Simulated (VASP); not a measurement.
# SiC (Imm2) in VASP: a series of runs

The runs below take SiC through single point, with LDA.

Everything below comes from runs of VASP 6.6.1. Logs are shortened: lines on timing, memory, paths and dates and some standing lists are left out, and cuts for length are marked.

**1. The cell of the first run**

Symmetry: Imm2, No. 44, orthorhombic system. The conventional cell has a = 2.992 Å, b = 3.150 Å, c = 4.455 Å, α = 90.00°, β = 90.00°, γ = 90.00°. Within 2.5 Å of Si (site symmetry mm2) lie 4 C at 1.86 to 1.93 Å. Within 2.5 Å of C (site symmetry mm2) lie 4 Si at 1.86 to 1.93 Å.

**2. Single point, LDA**

Input file INCAR:

```
SYSTEM = SiC
ALGO = Normal ; EDIFF = 1E-6
ENCUT = 600 ; GGA_COMPAT = .FALSE.
ISIF = 2 ; ISMEAR = 0
LASPH = .TRUE. ; LCHARG = .FALSE.
LREAL = .FALSE. ; LWAVE = .FALSE.
NBANDS = 16 ; NELM = 120
PREC = Accurate ; SIGMA = 0.1
```

Input file KPOINTS:

```
k-points
0
G
  6 4 6
  0 0 0
```

Input file POSCAR:

```
SiC
1.0
    3.1503048237      0.0000000000      0.0000000000
    0.0000000000      4.4552037582      0.0000000000
    0.0000000000      0.0000000000      2.9915804675
Si C
2 2
Direct
    0.0000000000      0.0000000000      0.0000000000
    0.5000000000      0.5000000000      0.5000023000
    0.5000000000      0.2500000000      0.0000000000
    1.0000000000      0.7500000000      0.5000023000
```

Potentials or basis: VASP PAW LDA potentials, release 64 (Si, C).

Run with:

```console
cat potpaw_LDA.64/Si/POTCAR potpaw_LDA.64/C/POTCAR > POTCAR
mpirun -np 1 vasp_std > vasp.out
```

OUTCAR:

```text
SYSTEM = SiC
   EDIFF = 1E-6
   ENCUT = 600
   ISIF = 2
   ISMEAR = 0
   LASPH = .TRUE.
   LREAL = .FALSE.
   NELM = 120
   PREC = Accurate

 ion  position               nearest neighbor table
   1  0.000  0.000  0.000-   4 1.86   4 1.86   3 1.93   3 1.93   2 3.11   2 3.11   2 3.11   2 3.11
                             2 3.11   2 3.11   2 3.11   2 3.11
   2  0.500  0.500  0.500-   3 1.86   3 1.86   4 1.93   4 1.93   1 3.11   1 3.11   1 3.11   1 3.11
                             1 3.11   1 3.11   1 3.11   1 3.11
   3  0.500  0.250  0.000-   2 1.86   2 1.86   1 1.93   1 1.93
   4  0.000  0.750  0.500-   1 1.86   1 1.86   2 1.93   2 1.93

  LATTYP: Found a simple orthorhombic cell.
 ALAT       =     2.9915804675
 B/A-ratio  =     1.0530570238
 C/A-ratio  =     1.4892475087

  Lattice vectors:

 A1 = (   0.0000000000,   0.0000000000,   2.9915804675)
 A2 = (   3.1503048237,   0.0000000000,   0.0000000000)
 A3 = (   0.0000000000,   4.4552037582,   0.0000000000)

Analysis of symmetry for initial positions (statically):
=====================================================================
 Subroutine PRICEL returns following result:

  LATTYP: Found a body centered orthorhombic cell.
 ALAT       =     2.9915804675
 B/A-ratio  =     1.0530570239
 C/A-ratio  =     1.4892475087

  Lattice vectors:

 A1 = (  -1.5751524118,  -2.2276018791,  -1.4957971144)
 A2 = (   1.5751524118,  -2.2276018791,   1.4957971144)
 A3 = (  -1.5751524118,   2.2276018791,   1.4957833531)

   2 primitive cells build up your supercell.

 Routine SETGRP: Setting up the symmetry group for a
 simple orthorhombic supercell.

 Subroutine GETGRP returns: Found  4 space group operations
 (whereof  4 operations were pure point group operations)
 out of a pool of  8 trial point group operations.

The static configuration has the point symmetry C_2v.

Analysis of symmetry for dynamics (positions and initial velocities):
=====================================================================
 Subroutine PRICEL returns following result:

  LATTYP: Found a body centered orthorhombic cell.
 ALAT       =     2.9915804675
 B/A-ratio  =     1.0530570239
 C/A-ratio  =     1.4892475087

  Lattice vectors:

 A1 = (  -1.5751524118,  -2.2276018791,  -1.4957971144)
 A2 = (   1.5751524118,  -2.2276018791,   1.4957971144)
 A3 = (  -1.5751524118,   2.2276018791,   1.4957833531)

   2 primitive cells build up your supercell.

 Routine SETGRP: Setting up the symmetry group for a
 simple orthorhombic supercell.

 Subroutine GETGRP returns: Found  4 space group operations
 (whereof  4 operations were pure point group operations)
 out of a pool of  8 trial point group operations.

The dynamic configuration has the point symmetry C_2v.

 Subroutine INISYM returns: Found  4 space group operations
 (whereof  4 operations are pure point group operations),
 and found     2 'primitive' translations

----------------------------------------------------------------------------------------

                                     Primitive cell

  volume of cell :      20.9938

  direct lattice vectors                    reciprocal lattice vectors
    -1.575152412 -2.227601879 -1.495797114    -0.317429600 -0.224456625  0.000000000
     1.575152412 -2.227601879  1.495797114    -0.000001460 -0.224456625  0.334271470
    -1.575152412  2.227601879  1.495783353    -0.317431060  0.000000000  0.334271470

  length of vectors
     3.111386228  3.111386228  3.111379612     0.388770276  0.402639035  0.460977107

  position of ions in fractional coordinates (direct lattice)
     0.000000000  0.000000000  0.000000000
     0.250000000  0.750002300  0.500002300

  ion indices of the primitive-cell ions
   primitive index   ion index
                 1           1
                 2           4

----------------------------------------------------------------------------------------

 KPOINTS: k-points

Automatic generation of k-mesh.
 Grid dimensions read from file:
 generate k-points for:    6    4    6

 Generating k-lattice:

  Cartesian coordinates                     Fractional coordinates (reciprocal lattice)
     0.052904933  0.000000000  0.000000000     0.166666667  0.000000000  0.000000000
     0.000000000  0.056114156  0.000000000     0.000000000  0.250000000  0.000000000
     0.000000000  0.000000000  0.055711912     0.000000000  0.000000000  0.166666667

  Length of vectors
     0.052904933  0.056114156  0.055711912

  Shift w.r.t. Gamma in fractional coordinates (k-lattice)
     0.000000000  0.000000000  0.000000000

 Subroutine IBZKPT returns following result:
 ===========================================

 Found     48 irreducible k-points:

 Following reciprocal coordinates:
            Coordinates               Weight
  0.000000  0.000000  0.000000      1.000000
  0.166667  0.000000  0.000000      2.000000
  0.333333  0.000000  0.000000      2.000000
  0.500000  0.000000  0.000000      1.000000
  0.000000  0.250000  0.000000      2.000000
  0.166667  0.250000  0.000000      4.000000
[... 16 lines left out ...]
  0.333333  0.500000  0.166667      4.000000
  0.500000  0.500000  0.166667      2.000000
 [... further k-points ...]
   k-points           NKPTS =     48   k-points in BZ     NKDIM =     48   number of bands    NBANDS=     16
   number of dos      NEDOS =    301   number of ions     NIONS =      4
   total plane-waves  NPLWV =  24192
   dimension x,y,z NGX =    28 NGY =   36 NGZ =   24
   dimension x,y,z NGXF=    56 NGYF=   72 NGZF=   48
   ions per type =               2   2
   NGX,Y,Z   is equivalent  to a cutoff of  14.78, 13.43, 13.34 a.u.
   NGXF,Y,Z  is equivalent  to a cutoff of  29.55, 26.87, 26.67 a.u.
 SYSTEM =  SiC
   PREC   = accura    normal or accurate (medium, high low for compatibility)
   ISTART =      0    job   : 0-new  1-cont  2-samecut
   ICHARG =      2    charge: 1-file 2-atom 10-const
   ISPIN  =      1    spin polarized calculation?
   LNONCOLLINEAR =      F non collinear calculations
   LSORBIT =      F    spin-orbit coupling
   LASPH  =      T    aspherical Exc in radial PAW
   ENCUT  =  600.0 eV  44.10 Ry    6.64 a.u.   6.29  8.90  5.97*2*pi/ulx,y,z
   NELM   =    120;   NELMIN=  2; NELMDL= -5     # of ELM steps
   EDIFF  = 0.1E-05   stopping-criterion for ELM
   LREAL  =      F    real-space projection
   EDIFFG = 0.1E-04   stopping-criterion for IOM
   NSW    =      0    number of steps for IOM
   IBRION =     -1    ionic relax: 0-MD 1-quasi-New 2-CG
   NFREE  =      0    steps in history (QN), initial steepest desc. (CG)
   ISIF   =      2    stress and relaxation
   ISYM   =      2    0-nonsym 1-usesym 2-fastsym
   POTIM  = 0.5000    time-step for ionic-motion
   TEBEG  =    0.0;   TEEND  =   0.0 temperature during run
   PSTRESS=    0.0 pullay stress
   NELECT =      16.0000    total number of electrons
   NUPDOWN=      -1.0000    fix difference up-down
   EMIN   =  10.00;   EMAX   =-10.00  energy-range for DOS
   EFERMI =   0.00;   METHOD = LEGACY
   ISMEAR =     0;   SIGMA  =   0.10  broadening in eV -4-tet -1-fermi 0-gaus
   EFERMI_NEDOS =   21; number of points for ismear=-14 and -15
   IALGO  =     38    algorithm
   IMIX   =      4    mixing-type and parameters
     AMIX     =   0.40;   BMIX     =  1.00
     AMIX_MAG =   1.60;   BMIX_MAG =  1.00
  volume/ion in A,a.u.               =      10.50        70.84
  Fermi-wavevector in a.u.,A,eV,Ry     =   1.186883  2.242883 19.166405  1.408691
  Thomas-Fermi vector in A             =   2.323046
   LORBIT       =      0    0 simple, 1 ext, 2 COOP (PROOUT), +10 PAW based schemes
   GGA     = CA    functional components
   LHFCALC =     F    Hartree Fock is set to
   AEXX    =    0.0000 exact exchange contribution
   IVDW    =     0    specifies the selected vdW correction
   LEPSILON=     F    determine dielectric tensor
   LRPA    =     F    only Hartree local field effects (RPA)
 non-spin polarized calculation
 Gauss-broadening in eV      SIGMA  =   0.10
  energy-cutoff  :      600.00
  volume of cell :       41.99
 maximum number of plane-waves:      1420
 NGX is ok and might be reduce to    28
   NGX = 13   NGY = 17   NGZ = 11

 number of electron      16.0000002 magnetization

 Free energy of the ion-electron system (eV)
  ---------------------------------------------------
  ext. energy  EPLUGINS =         0.00000000
  ---------------------------------------------------
  free energy    TOTEN  =       -33.14277074 eV

  energy without entropy =      -33.14277074  energy(sigma->0) =      -33.14277074

 E-fermi :   8.5742     XC(G=0): -11.4942

 val. band max:        8.1361851235   @ k =   0.0000   0.0000   0.0000
 cond. band min:       9.1429356644   @ k =   0.5000   0.0000   0.5000
 fundamental gap:      1.0067505409
 Fermi energy:         8.5742056783

 k-point     1 :       0.0000    0.0000    0.0000
  band No.  band energies     occupation
      1      -7.3091      2.00000
      2      -2.4292      2.00000
      3      -0.0741      2.00000
      4       4.5213      2.00000
      5       5.3386      2.00000
      6       7.7576      2.00000
[... 8 lines left out ...]
     15      21.6203      0.00000
     16      21.6866      0.00000

 k-point     2 :       0.1667    0.0000    0.0000
  band No.  band energies     occupation
      1      -6.9668      2.00000
      2      -2.3960      2.00000
      3       0.1974      2.00000
      4       3.0543      2.00000
      5       5.5789      2.00000
      6       6.3129      2.00000
[... 8 lines left out ...]
     15      20.6501      0.00000
     16      20.8260      0.00000

 k-point     3 :       0.3333    0.0000    0.0000
  band No.  band energies     occupation
      1      -5.9686      2.00000
      2      -2.9093      2.00000
      3       0.8099      2.00000
      4       2.1578      2.00000
      5       3.9350      2.00000
      6       5.2014      2.00000
[... 8 lines left out ...]
     15      18.8020      0.00000
     16      18.8561      0.00000
[... 362 lines left out ...]
 k-point    23 :       0.3333    0.5000    0.1667
  band No.  band energies     occupation
      1      -4.2828      2.00000
      2      -4.2828      2.00000
      3       0.9415      2.00000
      4       0.9415      2.00000
      5       4.9931      2.00000
      6       4.9931      2.00000
[... 8 lines left out ...]
     15      18.2161      0.00000
     16      18.2161      0.00000

 k-point    24 :       0.5000    0.5000    0.1667
  band No.  band energies     occupation
      1      -3.6164      2.00000
      2      -3.6164      2.00000
      3      -0.2616      2.00000
      4      -0.2616      2.00000
      5       5.5952      2.00000
      6       5.5952      2.00000
[... 8 lines left out ...]
     15      18.8928      0.00000
     16      18.8928      0.00000

 [... further k-points ...]

------------------------ aborting loop because EDIFF is reached ----------------------------------------

  FORCE on cell =-STRESS in cart. coord.  units (eV):
  Direction    XX          YY          ZZ          XY          YZ          ZX
  --------------------------------------------------------------------------------------
  -------------------------------------------------------------------------------------
  Total       -4.6560969     -3.0866600      2.5247358      0.0000000      0.0000000      0.0000000
  in kB     -177.6690377   -117.7818957     96.3397884      0.0000000      0.0000000      0.0000000
  external PRESSURE =     -66.3703817 kB  Pullay stress =       0.0000000 kB

 VOLUME and BASIS-vectors are now :
 -----------------------------------------------------------------------------
  energy-cutoff  :      600.00
  volume of cell :       41.99
      direct lattice vectors                 reciprocal lattice vectors
     3.150304824  0.000000000  0.000000000     0.317429600  0.000000000  0.000000000
     0.000000000  4.455203758  0.000000000     0.000000000  0.224456625  0.000000000
     0.000000000  0.000000000  2.991580467     0.000000000  0.000000000  0.334271470

 POSITION                                       TOTAL-FORCE (eV/Angst)
 -----------------------------------------------------------------------------------
      0.00000      0.00000      0.00000         0.000000      0.354267      0.000000
      1.57515      2.22760      1.49580         0.000000      0.354267      0.000000
      1.57515      1.11380      0.00000         0.000000     -0.354267      0.000000
      0.00000      3.34140      1.49580        -0.000000     -0.354267      0.000000
 -----------------------------------------------------------------------------------
    total drift:                               -0.000000      0.000331     -0.002094

  FREE ENERGIE OF THE ION-ELECTRON SYSTEM (eV)
  ---------------------------------------------------
  free  energy   TOTEN  =       -33.1427707407 eV

  energy  without entropy=      -33.1427707407  energy(sigma->0) =      -33.14277074
```

Run time: 15 s. Hardware: 1 thread of Intel Xeon Platinum 8488C (Sapphire Rapids), shared host; peak memory 0.16 GiB.

What came out:

```yaml
Free_energy: -33.1428 eV
Pressure: -6.6 GPa
Largest_force: 0.354 eV/Å
Band_gap_on_the_k_mesh: 1.01 eV
```

Forces on the atoms (eV/Å):
```
Si   0.000  0.354  0.000
Si   0.000  0.354  0.000
C    0.000 -0.354  0.000
C    0.000 -0.354  0.000
```

Levels at points of the mesh, in eV from the valence-band top:
| k point | band 5 | band 6 | band 7 | band 8 | band 9 | band 10 | band 11 | band 12 |
| --- | --- | --- | --- | --- | --- | --- | --- | --- |
| (0.00, 0.00, 0.00) | -2.80 | -0.38 | -0.33 | 0.00 | 1.14 | 4.34 | 5.42 | 6.25 |
| (0.50, 0.00, 0.00) | -4.80 | -4.80 | -1.04 | -1.04 | 5.70 | 5.70 | 8.77 | 8.77 |
| (0.00, 0.50, 0.00) | -2.36 | -2.36 | -1.67 | -1.67 | 3.64 | 3.64 | 6.20 | 6.20 |
| (0.50, 0.50, 0.00) | -1.34 | -1.34 | -0.94 | -0.94 | 5.11 | 5.11 | 6.84 | 6.84 |
| (0.00, 0.00, 0.50) | -4.61 | -4.61 | -1.41 | -1.41 | 5.07 | 5.07 | 7.77 | 7.77 |
| (0.50, 0.00, 0.50) | -3.50 | -3.50 | -3.46 | -3.46 | 1.01 | 1.01 | 3.76 | 3.76 |
| (0.00, 0.50, 0.50) | -1.56 | -1.56 | -1.28 | -1.28 | 4.66 | 4.66 | 6.55 | 6.55 |
| (0.50, 0.50, 0.50) | -5.14 | -5.14 | -4.88 | -4.88 | 4.64 | 4.64 | 8.58 | 8.58 |

Caveat: the cell stands under tension. A k mesh can miss the band edges.

**3. Single point, LDA**

Input file INCAR:

```
PREC = Accurate
ENCUT = 600
EDIFF = 1E-6
ISMEAR = 0
SIGMA = 0.02
LREAL = False
LASPH = True
NELM = 120
ALGO = Normal
ISIF = 2
LWAVE = False
LCHARG = False
GGA = CA
NBANDS = 16
GGA_COMPAT = False
```

Input file KPOINTS:

```
Automatic mesh
0
Gamma
  8 6 10
```

POSCAR is that of step 2.

Potentials or basis: VASP PAW LDA potentials, release 64 (Si, C).

Run with:

```console
cat potpaw_LDA.64/Si/POTCAR potpaw_LDA.64/C/POTCAR > POTCAR
mpirun -np 1 vasp_std > vasp.out
```

Run time: 33 s. Hardware: 1 thread of Intel Xeon Platinum 8488C (Sapphire Rapids), shared host; peak memory 0.2 GiB.

It converged, with:

* Free energy: -33.1506 eV
* Pressure: -6.6 GPa
* Largest force: 0.357 eV/Å
* Band gap on the k mesh: 1.01 eV

Forces in eV/Å, atoms in the order of the input:
```
Si   0.000  0.357  0.000
Si   0.000  0.357  0.000
C    0.000 -0.357  0.000
C    0.000 -0.357  0.000
```

Stress tensor (GPa, compression positive):
```
-17.84   0.00   0.00
  0.00 -11.67   0.00
  0.00   0.00   9.56
```

Levels at points of the mesh, in eV from the valence-band top:
```
           k point  band 5  band 6  band 7  band 8  band 9  band 10  band 11  band 12
(0.00, 0.00, 0.00)   -2.80   -0.38   -0.33    0.00    1.14     4.34     5.43     6.26
(0.50, 0.00, 0.00)   -4.80   -4.80   -1.04   -1.04    5.71     5.71     8.77     8.77
(0.00, 0.50, 0.00)   -2.36   -2.36   -1.67   -1.67    3.64     3.64     6.20     6.20
(0.50, 0.50, 0.00)   -1.34   -1.34   -0.94   -0.94    5.12     5.12     6.84     6.84
(0.00, 0.00, 0.50)   -4.61   -4.61   -1.41   -1.41    5.07     5.07     7.78     7.78
(0.50, 0.00, 0.50)   -3.50   -3.50   -3.46   -3.46    1.01     1.01     3.76     3.76
(0.00, 0.50, 0.50)   -1.56   -1.56   -1.28   -1.28    4.67     4.67     6.55     6.55
(0.50, 0.50, 0.50)   -5.14   -5.14   -4.88   -4.88    4.65     4.65     8.58     8.58
```

Caveat: the cell stands under tension.
